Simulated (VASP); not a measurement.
# Ge (P-1) in VASP: further runs

Runs on Ge. Level: LDA. Tasks: single point.

Program: VASP 6.6.1. These are calculated values, not measurements. Logs are shortened: lines on timing, memory, paths and dates and some standing lists are left out, and cuts for length are marked.

## 1. The cell of the first run

The typed cell holds 2 atoms: a = 2.991 Å, b = 2.991 Å, c = 4.728 Å, α = 90.00°, β = 90.00°, γ = 120.33°.

## 2. Single point, LDA

Input file INCAR:

```
SYSTEM = Ge
ALGO     = Normal         ! electronic algorithm
EDIFF    = 1E-6           ! SCF threshold, eV
ENCUT    = 520            ! plane-wave cutoff, eV
ISIF     = 2              ! what is computed and relaxed
ISMEAR   = -1             ! smearing method
LASPH    = .TRUE.         ! aspherical terms in the spheres
LCHARG   = .TRUE.         ! write CHGCAR
LELF     = .TRUE.         ! ELF
LREAL    = .FALSE.        ! projectors in reciprocal space
LVHAR    = .TRUE.       
LWAVE    = .FALSE.        ! write WAVECAR
NBANDS   = 21             ! bands
NELM     = 80             ! most SCF steps
PREC     = Accurate       ! precision mode
SIGMA    = 0.1            ! smearing width, eV
```

Input file KPOINTS:

```
k-points
0
G
  8 8 4
  0 0 0
```

Input file POSCAR:

```
Ge
1.0
    1.4880500000     -2.5946900000      0.0000000000
    1.4880500000      2.5946900000      0.0000000000
    0.0000000000      0.0000000000      4.7276000000
Ge
2
Direct
    0.6717300000      0.2996100000      0.2112000000
    0.3264000000      0.6967000000      0.7408700000
```

Potentials or basis: VASP PAW LDA potentials, release 64 (Ge_d).

Run with:

```console
$ cat potpaw_LDA.64/Ge_d/POTCAR > POTCAR
$ mpirun -np 1 vasp_std > vasp.out
```

OUTCAR:

```text
SYSTEM = Ge
   EDIFF = 1E-6
   ENCUT = 520
   ISIF = 2
   ISMEAR = -1
   LASPH = .TRUE.
   LREAL = .FALSE.
   NELM = 80
   PREC = Accurate

 ion  position               nearest neighbor table
   1  0.672  0.300  0.211-   2 2.72   2 2.80
   2  0.326  0.697  0.741-   1 2.72   1 2.80

  LATTYP: Found a base centered orthorhombic cell.
 ALAT       =     2.9761000000
 B/A-ratio  =     1.7436846880
 C/A-ratio  =     1.5885218911

  Lattice vectors:

 A1 = (   1.4880500000,  -2.5946900000,   0.0000000000)
 A2 = (   1.4880500000,   2.5946900000,   0.0000000000)
 A3 = (   0.0000000000,   0.0000000000,   4.7276000000)

Analysis of symmetry for initial positions (statically):
=====================================================================
 Subroutine PRICEL returns:
 Original cell was already a primitive cell.

 Routine SETGRP: Setting up the symmetry group for a
 base centered orthorhombic supercell.

 Subroutine GETGRP returns: Found  2 space group operations
 (whereof  1 operations were pure point group operations)
 out of a pool of  8 trial point group operations.

The static configuration has the point symmetry C_1 .
 The point group associated with its full space group is S_2 .

Analysis of symmetry for dynamics (positions and initial velocities):
=====================================================================
 Subroutine PRICEL returns:
 Original cell was already a primitive cell.

 Routine SETGRP: Setting up the symmetry group for a
 base centered orthorhombic supercell.

 Subroutine GETGRP returns: Found  2 space group operations
 (whereof  1 operations were pure point group operations)
 out of a pool of  8 trial point group operations.

The dynamic configuration has the point symmetry C_1 .
 The point group associated with its full space group is S_2 .

 Subroutine INISYM returns: Found  2 space group operations
 (whereof  1 operations are pure point group operations),
 and found     1 'primitive' translations

----------------------------------------------------------------------------------------

                                     Primitive cell

  volume of cell :      36.5068

  direct lattice vectors                    reciprocal lattice vectors
     1.488050000 -2.594690000  0.000000000     0.336010215 -0.192701248  0.000000000
     1.488050000  2.594690000  0.000000000     0.336010215  0.192701248  0.000000000
     0.000000000  0.000000000  4.727600000     0.000000000  0.000000000  0.211523818

  length of vectors
     2.991104980  2.991104980  4.727600000     0.387345628  0.387345628  0.211523818

  position of ions in fractional coordinates (direct lattice)
     0.671730000  0.299610000  0.211200000
     0.326400000  0.696700000  0.740870000

  ion indices of the primitive-cell ions
   primitive index   ion index
                 1           1
                 2           2

----------------------------------------------------------------------------------------

 KPOINTS: k-points

Automatic generation of k-mesh.
 Grid dimensions read from file:
 generate k-points for:    8    8    4

 Generating k-lattice:

  Cartesian coordinates                     Fractional coordinates (reciprocal lattice)
     0.042001277 -0.024087656  0.000000000     0.125000000  0.000000000  0.000000000
     0.042001277  0.024087656  0.000000000     0.000000000  0.125000000  0.000000000
     0.000000000  0.000000000  0.052880954     0.000000000  0.000000000  0.250000000

  Length of vectors
     0.048418203  0.048418203  0.052880954

  Shift w.r.t. Gamma in fractional coordinates (k-lattice)
     0.000000000  0.000000000  0.000000000

 Subroutine IBZKPT returns following result:
 ===========================================

 Found    132 irreducible k-points:

 Following reciprocal coordinates:
            Coordinates               Weight
  0.000000  0.000000  0.000000      1.000000
  0.125000 -0.000000  0.000000      2.000000
 -0.000000  0.125000  0.000000      2.000000
  0.250000 -0.000000  0.000000      2.000000
 -0.000000  0.250000  0.000000      2.000000
  0.375000  0.000000  0.000000      2.000000
[... 16 lines left out ...]
  0.375000  0.250000  0.000000      2.000000
  0.250000  0.375000  0.000000      2.000000
 [... further k-points ...]
   k-points           NKPTS =    132   k-points in BZ     NKDIM =    132   number of bands    NBANDS=     21
   number of dos      NEDOS =    301   number of ions     NIONS =      2
   total plane-waves  NPLWV =  20736
   dimension x,y,z NGX =    24 NGY =   24 NGZ =   36
   dimension x,y,z NGXF=    48 NGYF=   48 NGZF=   72
   ions per type =               2
   NGX,Y,Z   is equivalent  to a cutoff of  13.34, 13.34, 12.66 a.u.
   NGXF,Y,Z  is equivalent  to a cutoff of  26.68, 26.68, 25.32 a.u.
 SYSTEM =  Ge
   PREC   = accura    normal or accurate (medium, high low for compatibility)
   ISTART =      0    job   : 0-new  1-cont  2-samecut
   ICHARG =      2    charge: 1-file 2-atom 10-const
   ISPIN  =      1    spin polarized calculation?
   LNONCOLLINEAR =      F non collinear calculations
   LSORBIT =      F    spin-orbit coupling
   LASPH  =      T    aspherical Exc in radial PAW
   ENCUT  =  520.0 eV  38.22 Ry    6.18 a.u.   5.56  5.56  8.79*2*pi/ulx,y,z
   NELM   =     80;   NELMIN=  2; NELMDL= -5     # of ELM steps
   EDIFF  = 0.1E-05   stopping-criterion for ELM
   LREAL  =      F    real-space projection
   EDIFFG = 0.1E-04   stopping-criterion for IOM
   NSW    =      0    number of steps for IOM
   IBRION =     -1    ionic relax: 0-MD 1-quasi-New 2-CG
   NFREE  =      0    steps in history (QN), initial steepest desc. (CG)
   ISIF   =      2    stress and relaxation
   ISYM   =      2    0-nonsym 1-usesym 2-fastsym
   POTIM  = 0.5000    time-step for ionic-motion
   TEBEG  =    0.0;   TEEND  =   0.0 temperature during run
   PSTRESS=    0.0 pullay stress
   NELECT =      28.0000    total number of electrons
   NUPDOWN=      -1.0000    fix difference up-down
   EMIN   =  10.00;   EMAX   =-10.00  energy-range for DOS
   EFERMI =   0.00;   METHOD = LEGACY
   ISMEAR =    -1;   SIGMA  =   0.10  broadening in eV -4-tet -1-fermi 0-gaus
   EFERMI_NEDOS =   21; number of points for ismear=-14 and -15
   IALGO  =     38    algorithm
   IMIX   =      4    mixing-type and parameters
     AMIX     =   0.40;   BMIX     =  1.00
     AMIX_MAG =   1.60;   BMIX_MAG =  1.00
  volume/ion in A,a.u.               =      18.25       123.18
  Fermi-wavevector in a.u.,A,eV,Ry     =   1.498544  2.831838 30.553721  2.245635
  Thomas-Fermi vector in A             =   2.610290
   LORBIT       =      0    0 simple, 1 ext, 2 COOP (PROOUT), +10 PAW based schemes
   GGA     = CA    functional components
   LHFCALC =     F    Hartree Fock is set to
   AEXX    =    0.0000 exact exchange contribution
   IVDW    =     0    specifies the selected vdW correction
   LEPSILON=     F    determine dielectric tensor
   LRPA    =     F    only Hartree local field effects (RPA)
 non-spin polarized calculation
  energy-cutoff  :      520.00
  volume of cell :       36.51
 maximum number of plane-waves:      1014
 NGX is ok and might be reduce to    24
   NGX = 11   NGY = 11   NGZ = 17

 number of electron      27.9999997 magnetization

 Free energy of the ion-electron system (eV)
  ---------------------------------------------------
  ext. energy  EPLUGINS =         0.00000000
  ---------------------------------------------------
  free energy    TOTEN  =        -9.74668532 eV

  energy without entropy =       -9.71381794  energy(sigma->0) =       -9.73025163

 E-fermi :   6.9567     XC(G=0): -11.7343

 val. band max:        6.9469021241   @ k =   0.3750   0.5000  -0.2500
 cond. band min:       6.9897133002   @ k =   0.5000  -0.1250   0.2500
 fundamental gap:      0.0428111760
 Fermi energy:         6.9566787825

 k-point     1 :       0.0000    0.0000    0.0000
  band No.  band energies     occupation
      1     -17.9704      2.00000
      2     -17.9668      2.00000
      3     -17.9570      2.00000
      4     -17.9540      2.00000
      5     -17.9411      2.00000
      6     -17.9353      2.00000
[... 13 lines left out ...]
     20      19.6319      0.00000
     21      20.5865      0.00000

 k-point     2 :       0.1250   -0.0000    0.0000
  band No.  band energies     occupation
      1     -17.9720      2.00000
      2     -17.9658      2.00000
      3     -17.9520      2.00000
      4     -17.9507      2.00000
      5     -17.9375      2.00000
      6     -17.9242      2.00000
[... 13 lines left out ...]
     20      20.3704      0.00000
     21      21.1187      0.00000

 k-point     3 :      -0.0000    0.1250    0.0000
  band No.  band energies     occupation
      1     -17.9757      2.00000
      2     -17.9640      2.00000
      3     -17.9518      2.00000
      4     -17.9467      2.00000
      5     -17.9374      2.00000
      6     -17.9276      2.00000
[... 13 lines left out ...]
     20      20.2680      0.00000
     21      21.3298      0.00000

 k-point     4 :       0.2500   -0.0000    0.0000
  band No.  band energies     occupation
      1     -17.9903      2.00000
      2     -17.9694      2.00000
      3     -17.9529      2.00000
      4     -17.9340      2.00000
      5     -17.9218      2.00000
      6     -17.9130      2.00000
[... 13 lines left out ...]
     20      19.3827      0.00000
     21      20.4776      0.00000

 k-point     5 :      -0.0000    0.2500    0.0000
  band No.  band energies     occupation
      1     -17.9940      2.00000
      2     -17.9690      2.00000
      3     -17.9490      2.00000
      4     -17.9345      2.00000
      5     -17.9218      2.00000
      6     -17.9121      2.00000
[... 13 lines left out ...]
     20      19.7405      0.00000
     21      20.5845      0.00000
[... 382 lines left out ...]
     20      20.6109      0.00000
     21      20.7442      0.00000

 k-point    22 :       0.2500    0.2500    0.0000
  band No.  band energies     occupation
      1     -17.9852      2.00000
      2     -17.9698      2.00000
      3     -17.9604      2.00000
      4     -17.9437      2.00000
      5     -17.9041      2.00000
      6     -17.8980      2.00000
[... 13 lines left out ...]
     20      20.7779      0.00000
     21      20.8881      0.00000

 k-point    23 :       0.3750    0.2500    0.0000
  band No.  band energies     occupation
      1     -17.9974      2.00000
      2     -17.9656      2.00000
      3     -17.9404      2.00000
      4     -17.9344      2.00000
      5     -17.9118      2.00000
      6     -17.9046      2.00000
[... 13 lines left out ...]
     20      20.6172      0.00000
     21      25.2338      0.00000

 k-point    24 :       0.2500    0.3750    0.0000
  band No.  band energies     occupation
      1     -17.9972      2.00000
      2     -17.9693      2.00000
      3     -17.9357      2.00000
      4     -17.9349      2.00000
      5     -17.9149      2.00000
      6     -17.9058      2.00000
[... 13 lines left out ...]
     20      20.6077      0.00000
     21      25.1258      0.00000

 [... further k-points ...]

------------------------ aborting loop because EDIFF is reached ----------------------------------------

  FORCE on cell =-STRESS in cart. coord.  units (eV):
  Direction    XX          YY          ZZ          XY          YZ          ZX
  --------------------------------------------------------------------------------------
  -------------------------------------------------------------------------------------
  Total       -0.4811667     -0.7371695      1.0279002      0.0293860      0.1011645      0.1171442
  in kB      -21.1170108    -32.3522277     45.1115584      1.2896650      4.4398169      5.1411172
  external PRESSURE =      -2.7858934 kB  Pullay stress =       0.0000000 kB

 VOLUME and BASIS-vectors are now :
 -----------------------------------------------------------------------------
  energy-cutoff  :      520.00
  volume of cell :       36.51
      direct lattice vectors                 reciprocal lattice vectors
     1.488050000 -2.594690000  0.000000000     0.336010215 -0.192701248  0.000000000
     1.488050000  2.594690000  0.000000000     0.336010215  0.192701248  0.000000000
     0.000000000  0.000000000  4.727600000     0.000000000  0.000000000  0.211523818

 POSITION                                       TOTAL-FORCE (eV/Angst)
 -----------------------------------------------------------------------------------
      1.44540     -0.96554      0.99847        -0.007819      0.001648      0.491004
      1.52242      0.96081      3.50254         0.007819     -0.001648     -0.491004
 -----------------------------------------------------------------------------------
    total drift:                               -0.000046     -0.000024      0.000268

  FREE ENERGIE OF THE ION-ELECTRON SYSTEM (eV)
  ---------------------------------------------------
  free  energy   TOTEN  =        -9.7466853237 eV

  energy  without entropy=       -9.7138179373  energy(sigma->0) =       -9.73025163
```

It took 35 s on 1 thread of AMD EPYC 9R45 (Zen 5), shared host; peak memory 0.16 GiB.

What came out:

```
Free energy            : -9.7467 eV
Pressure               : -0.3 GPa
Largest force          : 0.491 eV/Å
Band gap on the k mesh : zero (bands 14 and 15 overlap by 8.77 eV)
```

Forces in eV/Å, atoms in the order of the input:
```
Ge  -0.008  0.002  0.491
Ge   0.008 -0.002 -0.491
```

## 3. Single point, LDA

Input file INCAR:

```
PREC     = Accurate       # precision mode
ENCUT    = 520            # plane-wave cutoff, eV
EDIFF    = 1E-6           # SCF threshold, eV
ISMEAR   = -1             # smearing method
SIGMA    = 0.1            # smearing width, eV
LREAL    = False          # projectors in reciprocal space
LASPH    = True           # aspherical terms in the spheres
NELM     = 80             # most SCF steps
ALGO     = Normal         # electronic algorithm
ISIF     = 2              # what is computed and relaxed
LWAVE    = False          # write WAVECAR
LCHARG   = False          # write CHGCAR
GGA      = CA             # functional
NBANDS   = 21             # bands
```

Input file KPOINTS:

```
regular mesh
0
Gamma
  8 8 4
```

POSCAR: that of step 2 with these lines changed.

```diff
@@ -8,3 +8,3 @@
 Direct
-    0.6717300000      0.2996100000      0.2112000000
+    0.6707664938      0.3005735062      0.2112000000
     0.3264000000      0.6967000000      0.7408700000
```

Potentials or basis: VASP PAW LDA potentials, release 64 (Ge_d).

Run with:

```console
$ cat potpaw_LDA.64/Ge_d/POTCAR > POTCAR
$ mpirun -np 1 vasp_std > vasp.out
```

Wall time 36 s (1 thread of AMD EPYC 9R45 (Zen 5), shared host); peak memory 0.16 GiB.

The run converged. Its results:

```yaml
Free_energy: -9.7467 eV
Pressure: -0.3 GPa
Largest_force: 0.490 eV/Å
Band_gap_on_the_k_mesh: zero (bands 14 and 15 overlap by 8.77 eV)
```

Forces on the atoms (eV/Å):
```
Ge  -0.008  0.001  0.490
Ge   0.008 -0.001 -0.490
```

Stress tensor (GPa, compression positive):
```
-2.14  0.13  0.51
 0.13 -3.21  0.43
 0.51  0.43  4.50
```

Levels at points of the mesh, in eV from the Fermi level:
```tsv
k point	band 12	band 13	band 14	band 15	band 16	band 17
(0.00, 0.00, 0.00)	-7.67	-5.63	6.05	6.76	7.77	9.04
(0.50, 0.00, 0.00)	-7.40	-2.45	-1.54	-0.87	1.27	2.27
(0.00, 0.50, 0.00)	-7.70	-2.28	-1.62	-0.50	0.73	2.22
(0.50, 0.50, 0.00)	-6.96	-2.80	-1.61	-1.21	2.07	2.29
(0.00, 0.00, 0.50)	-11.36	1.26	2.18	7.05	7.34	7.65
(0.50, 0.00, 0.50)	-6.95	-5.34	-4.77	3.34	4.09	4.90
(0.00, 0.50, 0.50)	-7.01	-5.35	-4.96	3.38	4.24	4.96
(0.50, 0.50, 0.50)	-7.03	-5.23	-4.48	3.49	4.43	4.56
```

## 4. Single point, LDA

Input file INCAR:

```
ALGO     = Normal         # electronic algorithm
EDIFF    = 1E-6           # SCF threshold, eV
ENCUT    = 520            # plane-wave cutoff, eV
ISIF     = 2              # what is computed and relaxed
ISMEAR   = -1             # smearing method
LASPH    = T              # aspherical terms in the spheres
LCHARG   = T              # write CHGCAR
LELF     = T              # ELF
LREAL    = F              # projectors in reciprocal space
LVHAR    = T            
LWAVE    = F              # write WAVECAR
NBANDS   = 21             # bands
NELM     = 100            # most SCF steps
PREC     = Accurate       # precision mode
SIGMA    = 0.1            # smearing width, eV
```

Input file KPOINTS:

```
k-points
0
Gamma
  8 8 4
```

POSCAR: that of step 3 with these lines changed.

```diff
@@ -8,3 +8,3 @@
 Direct
-    0.6707664938      0.3005735062      0.2112000000
+    0.6726935062      0.2986464938      0.2112000000
     0.3264000000      0.6967000000      0.7408700000
```

Run with:

```console
$ cat potpaw_LDA.64/Ge_d/POTCAR > POTCAR
$ mpirun -np 1 vasp_std > vasp.out
```

Run time: 34 s. Hardware: 1 thread of AMD EPYC 9R45 (Zen 5), shared host; peak memory 0.16 GiB.

It converged, with:

* Free energy: -9.7467 eV
* Pressure: -0.3 GPa
* Largest force: 0.492 eV/Å
* Band gap on the k mesh: zero (bands 14 and 15 overlap by 8.76 eV)

Forces on the atoms (eV/Å):
```
Ge  -0.008  0.002  0.492
Ge   0.008 -0.002 -0.492
```

Stress tensor (GPa, compression positive):
```
-2.08  0.13  0.52
 0.13 -3.26  0.45
 0.52  0.45  4.53
```

Levels at points of the mesh, in eV from the Fermi level:
```tsv
k point	band 10	band 11	band 12	band 13	band 14	band 15	band 16	band 17	band 18	band 19
(0.00, 0.00, 0.00)	-24.79	-13.62	-7.67	-5.63	6.03	6.78	7.75	9.06	9.91	11.27
(0.50, 0.00, 0.00)	-24.79	-8.68	-7.41	-2.45	-1.54	-0.86	1.25	2.28	5.53	7.79
(0.00, 0.50, 0.00)	-24.80	-8.44	-7.71	-2.27	-1.63	-0.49	0.71	2.23	5.89	7.41
(0.50, 0.50, 0.00)	-24.78	-9.06	-6.94	-2.81	-1.63	-1.22	2.11	2.29	6.23	7.30
(0.00, 0.00, 0.50)	-24.81	-12.41	-11.36	1.26	2.18	7.05	7.35	7.64	7.87	12.06
(0.50, 0.00, 0.50)	-24.79	-7.60	-6.95	-5.35	-4.77	3.33	4.07	4.92	5.33	8.19
(0.00, 0.50, 0.50)	-24.79	-7.42	-7.01	-5.35	-4.97	3.38	4.23	4.97	5.13	8.20
(0.50, 0.50, 0.50)	-24.80	-7.95	-7.04	-5.22	-4.47	3.49	4.43	4.55	5.06	8.37
```
